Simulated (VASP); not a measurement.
Input of a VASP 6.6.1 run:

INCAR

```
ALGO = Fast
EDIFF = 1E-6
ENCUT = 520
GGA = PE
ISIF = 2
ISMEAR = 0
LASPH = T
LCHARG = T
LELF = T
LREAL = F
LVHAR = T
LWAVE = F
NBANDS = 12
NELM = 100
PREC = Accurate
SIGMA = 0.15
```

Contents of KPOINTS:

```
k-points
0
Gamma
  24 24 24
```

File POSCAR:

```
Cr
1.0
   -1.3842720000      1.3842720000      1.4996280000
    1.3842720000     -1.3842720000      1.4996280000
    1.3842720000      1.3842720000     -1.4996280000
Cr
1
Direct
    0.0000000000      0.0000000000      0.0000000000
```

Potentials or basis: VASP PAW PBE potentials, release 64 (Cr_pv).

Launch:

```bash
$ cat potpaw_PBE.64/Cr_pv/POTCAR > POTCAR
$ mpirun -np 1 vasp_std > vasp.out
```

(1) What does it give for the band gap on the k mesh?

(2) Predict the pressure.

Results:

(1) zero (band 6 reaches 13.42 eV, above the bottom of band 7 at 10.37 eV).

(2) 2.0 GPa.

Caveat: the cell differs from its parent crystal (strain -0.040 along x and y, +0.040 along z); the run has no spin polarisation, though such a crystal can be magnetic.
